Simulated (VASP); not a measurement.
# BaHfO3 (P1) in VASP: single point with PBE

Aim: the single point of BaHfO3 with PBE.

All numbers are computed with VASP 6.6.1; they aren't measurements. Logs are shortened: lines on timing, memory, paths and dates and some standing lists are left out, and cuts for length are marked.

### Step 1. The cell of the first run

The typed cell holds 5 atoms: a = 3.593 Å, b = 3.613 Å, c = 6.742 Å, α = 83.53°, β = 83.31°, γ = 70.50°.

### Step 2. Single point, PBE

File INCAR:

```
SYSTEM = BaHfO3
ALGO     = Normal         ! electronic algorithm
EDIFF    = 1E-7           ! SCF threshold, eV
ENCUT    = 520            ! plane-wave cutoff, eV
GGA      = PE             ! functional
ISIF     = 2              ! what is computed and relaxed
ISMEAR   = 0              ! smearing method
LASPH    = .True.         ! aspherical terms in the spheres
LCHARG   = .False.        ! write CHGCAR
LREAL    = .False.        ! projectors in reciprocal space
LWAVE    = .False.        ! write WAVECAR
NBANDS   = 27             ! bands
NELM     = 60             ! most SCF steps
PREC     = Accurate       ! precision mode
SIGMA    = 0.1            ! smearing width, eV
```

File KPOINTS:

```
k-points
0
Gamma
  6 6 4
  0 0 0
```

File POSCAR:

```
BaHfO3
1.0
    3.5933889153      0.0000000000      0.0000000000
    1.2061992591      3.4056318555      0.0000000000
    0.7859635635      0.5269945718      6.6752319639
Ba Hf O
1 1 3
Direct
    0.2186895342      0.2183846593      0.0309190846
    0.8413994024      0.8214391171      0.5323526933
    0.1828086731      0.1880358643      0.5246498980
    0.7985256564      0.8011779076      0.2468424368
    0.6252434007      0.6376291183      0.7993724073
```

Potentials or basis: VASP PAW PBE potentials, release 64 (Ba_sv, Hf_pv, O).

Started as:

```
$ cat potpaw_PBE.64/Ba_sv/POTCAR potpaw_PBE.64/Hf_pv/POTCAR potpaw_PBE.64/O/POTCAR > POTCAR
$ mpirun -np 1 vasp_std > vasp.out
```

OUTCAR:

```text
SYSTEM = BaHfO3
   EDIFF = 1E-7
   ENCUT = 520
   GGA = PE
   ISIF = 2
   ISMEAR = 0
   LASPH = .True.
   LREAL = .False.
   NELM = 60
   PREC = Accurate

 ion  position               nearest neighbor table
   1  0.219  0.218  0.031-   4 2.62   4 2.62   5 2.67   4 2.68   5 2.70   5 2.71   3 3.31   2 3.80
                             2 3.91   2 3.94   2 4.08   2 4.13
   2  0.841  0.821  0.532-   4 1.96   5 2.01   3 2.08   3 2.21   3 2.30   1 3.80   1 3.91   1 3.94
                             1 4.08   1 4.13
   3  0.183  0.188  0.525-   2 2.08   2 2.21   2 2.30   1 3.31
   4  0.799  0.801  0.247-   2 1.96   1 2.62   1 2.62   1 2.68
   5  0.625  0.638  0.799-   2 2.01   1 2.67   1 2.70   1 2.71

  Warning from LATTYP: Got some problem with cell dimensions!
  Tried to take original basis but could not verify dimensions!
  LATTYP: Found a triclinic cell.
 ALAT       =     3.5933889153
 B/A-ratio  =     1.1573939396
 C/A-ratio  =     1.8762154502
 COS(alpha) =     0.0029064068
 COS(beta)  =     0.1165776996
 COS(gamma) =     0.5739862597

  Lattice vectors:

 A1 = (  -3.5933889153,   0.0000000000,   0.0000000000)
 A2 = (  -2.3871896562,   3.4056318555,   0.0000000000)
 A3 = (  -0.7859635635,  -0.5269945718,  -6.6752319639)

Analysis of symmetry for initial positions (statically):
=====================================================================
 Subroutine PRICEL returns:
 Original cell was already a primitive cell.

 Routine SETGRP: Setting up the symmetry group for a
 triclinic supercell.

 Subroutine GETGRP returns: Found  1 space group operations
 (whereof  1 operations were pure point group operations)
 out of a pool of  2 trial point group operations.

The static configuration has the point symmetry C_1 .

Analysis of symmetry for dynamics (positions and initial velocities):
=====================================================================
 Subroutine PRICEL returns:
 Original cell was already a primitive cell.

 Routine SETGRP: Setting up the symmetry group for a
 triclinic supercell.

 Subroutine GETGRP returns: Found  1 space group operations
 (whereof  1 operations were pure point group operations)
 out of a pool of  2 trial point group operations.

The dynamic configuration has the point symmetry C_1 .

 Subroutine INISYM returns: Found  1 space group operations
 (whereof  1 operations are pure point group operations),
 and found     1 'primitive' translations

----------------------------------------------------------------------------------------

                                     Primitive cell

  volume of cell :      81.6899

  direct lattice vectors                    reciprocal lattice vectors
     3.593388915  0.000000000  0.000000000     0.278288831 -0.098563731 -0.024985249
     1.206199259  3.405631855  0.000000000     0.000000000  0.293631268 -0.023181529
     0.785963563  0.526994572  6.675231964     0.000000000  0.000000000  0.149807528

  length of vectors
     3.593388915  3.612927482  6.741971802     0.296283218  0.294544911  0.149807528

  position of ions in fractional coordinates (direct lattice)
     0.218689534  0.218384659  0.030919085
     0.841399402  0.821439117  0.532352693
     0.182808673  0.188035864  0.524649898
     0.798525656  0.801177908  0.246842437
     0.625243401  0.637629118  0.799372407

  ion indices of the primitive-cell ions
   primitive index   ion index
                 1           1
                 2           2
                 3           3
                 4           4
                 5           5

----------------------------------------------------------------------------------------

 KPOINTS: k-points

Automatic generation of k-mesh.
 Grid dimensions read from file:
 generate k-points for:    6    6    4

 Generating k-lattice:

  Cartesian coordinates                     Fractional coordinates (reciprocal lattice)
     0.046381472 -0.016427288 -0.004164208     0.166666667  0.000000000  0.000000000
     0.000000000  0.048938545 -0.003863588     0.000000000  0.166666667 -0.000000000
     0.000000000  0.000000000  0.037451882     0.000000000  0.000000000  0.250000000

  Length of vectors
     0.049380536  0.049090819  0.037451882

  Shift w.r.t. Gamma in fractional coordinates (k-lattice)
     0.000000000  0.000000000  0.000000000

 Subroutine IBZKPT returns following result:
 ===========================================

 Found     76 irreducible k-points:

 Following reciprocal coordinates:
            Coordinates               Weight
  0.000000  0.000000  0.000000      1.000000
  0.166667 -0.000000 -0.000000      2.000000
  0.333333 -0.000000 -0.000000      2.000000
  0.500000  0.000000 -0.000000      1.000000
  0.000000  0.166667  0.000000      2.000000
  0.166667  0.166667 -0.000000      2.000000
[... 16 lines left out ...]
  0.333333 -0.000000  0.250000      2.000000
  0.500000  0.000000  0.250000      2.000000
 [... further k-points ...]
   k-points           NKPTS =     76   k-points in BZ     NKDIM =     76   number of bands    NBANDS=     27
   number of dos      NEDOS =    301   number of ions     NIONS =      5
   total plane-waves  NPLWV =  39200
   dimension x,y,z NGX =    28 NGY =   28 NGZ =   50
   dimension x,y,z NGXF=    56 NGYF=   56 NGZF=  100
   ions per type =               1   1   3
   NGX,Y,Z   is equivalent  to a cutoff of  12.95, 12.88, 12.33 a.u.
   NGXF,Y,Z  is equivalent  to a cutoff of  25.91, 25.77, 24.66 a.u.
 SYSTEM =  BaHfO3
   PREC   = accura    normal or accurate (medium, high low for compatibility)
   ISTART =      0    job   : 0-new  1-cont  2-samecut
   ICHARG =      2    charge: 1-file 2-atom 10-const
   ISPIN  =      1    spin polarized calculation?
   LNONCOLLINEAR =      F non collinear calculations
   LSORBIT =      F    spin-orbit coupling
   LASPH  =      T    aspherical Exc in radial PAW
   ENCUT  =  520.0 eV  38.22 Ry    6.18 a.u.   6.68  6.72 12.54*2*pi/ulx,y,z
   NELM   =     60;   NELMIN=  2; NELMDL= -5     # of ELM steps
   EDIFF  = 0.1E-06   stopping-criterion for ELM
   LREAL  =      F    real-space projection
   EDIFFG = 0.1E-05   stopping-criterion for IOM
   NSW    =      0    number of steps for IOM
   IBRION =     -1    ionic relax: 0-MD 1-quasi-New 2-CG
   NFREE  =      0    steps in history (QN), initial steepest desc. (CG)
   ISIF   =      2    stress and relaxation
   ISYM   =      2    0-nonsym 1-usesym 2-fastsym
   POTIM  = 0.5000    time-step for ionic-motion
   TEBEG  =    0.0;   TEEND  =   0.0 temperature during run
   PSTRESS=    0.0 pullay stress
   NELECT =      38.0000    total number of electrons
   NUPDOWN=      -1.0000    fix difference up-down
   EMIN   =  10.00;   EMAX   =-10.00  energy-range for DOS
   EFERMI =   0.00;   METHOD = LEGACY
   ISMEAR =     0;   SIGMA  =   0.10  broadening in eV -4-tet -1-fermi 0-gaus
   EFERMI_NEDOS =   21; number of points for ismear=-14 and -15
   IALGO  =     38    algorithm
   IMIX   =      4    mixing-type and parameters
     AMIX     =   0.40;   BMIX     =  1.00
     AMIX_MAG =   1.60;   BMIX_MAG =  1.00
  volume/ion in A,a.u.               =      16.34       110.25
  Fermi-wavevector in a.u.,A,eV,Ry     =   1.268469  2.397059 21.891967  1.609014
  Thomas-Fermi vector in A             =   2.401562
   LORBIT       =      0    0 simple, 1 ext, 2 COOP (PROOUT), +10 PAW based schemes
   GGA     = PE    functional components
   LHFCALC =     F    Hartree Fock is set to
   AEXX    =    0.0000 exact exchange contribution
   IVDW    =     0    specifies the selected vdW correction
   LEPSILON=     F    determine dielectric tensor
   LRPA    =     F    only Hartree local field effects (RPA)
 non-spin polarized calculation
 Gauss-broadening in eV      SIGMA  =   0.10
  energy-cutoff  :      520.00
  volume of cell :       81.69
 maximum number of plane-waves:      2215
   NGX = 13   NGY = 13   NGZ = 25

 number of electron      38.0000002 magnetization

 Free energy of the ion-electron system (eV)
  ---------------------------------------------------
  ext. energy  EPLUGINS =         0.00000000
  ---------------------------------------------------
  free energy    TOTEN  =       -41.50878446 eV

  energy without entropy =      -41.50878446  energy(sigma->0) =      -41.50878446

 E-fermi :   2.4494     XC(G=0): -10.1437

 val. band max:        1.9745517314   @ k =  -0.1667   0.3333   0.0000
 cond. band min:       5.0042688469   @ k =  -0.1667   0.3333   0.0000
 fundamental gap:      3.0297171156
 Fermi energy:         2.4493711326

 k-point     1 :       0.0000    0.0000    0.0000
  band No.  band energies     occupation
      1     -27.7450      2.00000
      2     -27.7154      2.00000
      3     -27.6370      2.00000
      4     -23.4380      2.00000
      5     -15.2476      2.00000
      6     -13.8831      2.00000
[... 19 lines left out ...]
     26       8.4361      0.00000
     27      10.2641      0.00000

 k-point     2 :       0.1667   -0.0000   -0.0000
  band No.  band energies     occupation
      1     -27.7907      2.00000
      2     -27.7148      2.00000
      3     -27.6396      2.00000
      4     -23.3752      2.00000
      5     -15.1268      2.00000
      6     -13.9620      2.00000
[... 19 lines left out ...]
     26       8.7894      0.00000
     27       9.8798      0.00000

 k-point     3 :       0.3333   -0.0000   -0.0000
  band No.  band energies     occupation
      1     -27.8853      2.00000
      2     -27.7153      2.00000
      3     -27.6375      2.00000
      4     -23.2444      2.00000
      5     -14.8780      2.00000
      6     -14.1921      2.00000
[... 19 lines left out ...]
     26       9.2190      0.00000
     27      10.1902      0.00000

 k-point     4 :       0.5000    0.0000   -0.0000
  band No.  band energies     occupation
      1     -27.9327      2.00000
      2     -27.7159      2.00000
      3     -27.6352      2.00000
      4     -23.1763      2.00000
      5     -14.7381      2.00000
      6     -14.3388      2.00000
[... 19 lines left out ...]
     26       9.8733      0.00000
     27      10.4137      0.00000

 k-point     5 :       0.0000    0.1667    0.0000
  band No.  band energies     occupation
      1     -27.7745      2.00000
      2     -27.7315      2.00000
      3     -27.6429      2.00000
      4     -23.3771      2.00000
      5     -15.1109      2.00000
      6     -13.9608      2.00000
[... 19 lines left out ...]
     26       8.7489      0.00000
     27       9.9370      0.00000

 k-point     6 :       0.1667    0.1667   -0.0000
  band No.  band energies     occupation
      1     -27.7736      2.00000
      2     -27.7496      2.00000
      3     -27.6467      2.00000
      4     -23.3441      2.00000
      5     -15.1071      2.00000
      6     -13.9491      2.00000
[... 444 lines left out ...]
      1     -27.7451      2.00000
      2     -27.7156      2.00000
      3     -27.6375      2.00000
      4     -23.4342      2.00000
      5     -15.2793      2.00000
      6     -14.0428      2.00000
[... 19 lines left out ...]
     26       8.8788      0.00000
     27      10.2470      0.00000

 k-point    22 :       0.1667   -0.0000    0.2500
  band No.  band energies     occupation
      1     -27.7907      2.00000
      2     -27.7149      2.00000
      3     -27.6399      2.00000
      4     -23.3732      2.00000
      5     -15.1428      2.00000
      6     -13.9908      2.00000
[... 19 lines left out ...]
     26       8.9627      0.00000
     27       9.8634      0.00000

 k-point    23 :       0.3333   -0.0000    0.2500
  band No.  band energies     occupation
      1     -27.8853      2.00000
      2     -27.7153      2.00000
      3     -27.6376      2.00000
      4     -23.2445      2.00000
      5     -14.8746      2.00000
      6     -14.0766      2.00000
[... 19 lines left out ...]
     26       9.4464      0.00000
     27      10.0935      0.00000

 k-point    24 :       0.5000    0.0000    0.2500
  band No.  band energies     occupation
      1     -27.9327      2.00000
      2     -27.7159      2.00000
      3     -27.6352      2.00000
      4     -23.1766      2.00000
      5     -14.7345      2.00000
      6     -14.2370      2.00000
[... 19 lines left out ...]
     26       9.8890      0.00000
     27      10.4257      0.00000

 [... further k-points ...]
[... 5 lines left out ...]
  --------------------------------------------------------------------------------------
  -------------------------------------------------------------------------------------
  Total        0.4534852      0.7674403     -0.6168676     -0.6495203      0.0927260     -0.1084917
  in kB        8.8941704     15.0517476    -12.0985765    -12.7389918      1.8186273     -2.1278384
  external PRESSURE =       3.9491138 kB  Pullay stress =       0.0000000 kB

 VOLUME and BASIS-vectors are now :
 -----------------------------------------------------------------------------
  energy-cutoff  :      520.00
  volume of cell :       81.69
      direct lattice vectors                 reciprocal lattice vectors
     3.593388915  0.000000000  0.000000000     0.278288831 -0.098563731 -0.024985249
     1.206199259  3.405631855  0.000000000     0.000000000  0.293631268 -0.023181529
     0.785963563  0.526994572  6.675231964     0.000000000  0.000000000  0.149807528

 POSITION                                       TOTAL-FORCE (eV/Angst)
 -----------------------------------------------------------------------------------
      1.07355      0.76003      0.20639        -0.011566      0.056460     -0.042426
      4.43270      3.07807      3.55358        -0.173137     -0.100655      0.176022
      1.29607      0.91687      3.50216         0.061593     -0.043478     -0.021938
      4.02980      2.85860      1.64773         0.034985      0.039752      0.325565
      3.64413      2.59279      5.33600         0.088125      0.047922     -0.437223
 -----------------------------------------------------------------------------------
    total drift:                               -0.000226     -0.000523     -0.000502

  FREE ENERGIE OF THE ION-ELECTRON SYSTEM (eV)
  ---------------------------------------------------
  free  energy   TOTEN  =       -41.5087844578 eV

  energy  without entropy=      -41.5087844578  energy(sigma->0) =      -41.50878446
```

It took 83 s on 1 thread of Intel Xeon 6975P-C (Granite Rapids), shared host; peak memory 0.3 GiB.

What came out:

```yaml
Free_energy: -41.5088 eV
Pressure: 0.4 GPa
Largest_force: 0.449 eV/Å
Band_gap_on_the_k_mesh: 3.03 eV
```

Forces on the atoms (eV/Å):
```
Ba  -0.012  0.056 -0.042
Hf  -0.173 -0.101  0.176
O    0.062 -0.043 -0.022
O    0.035  0.040  0.326
O    0.088  0.048 -0.437
```

Caveat: spin-orbit coupling is left out, which moves the levels of the heavy elements. A k mesh can miss the band edges.
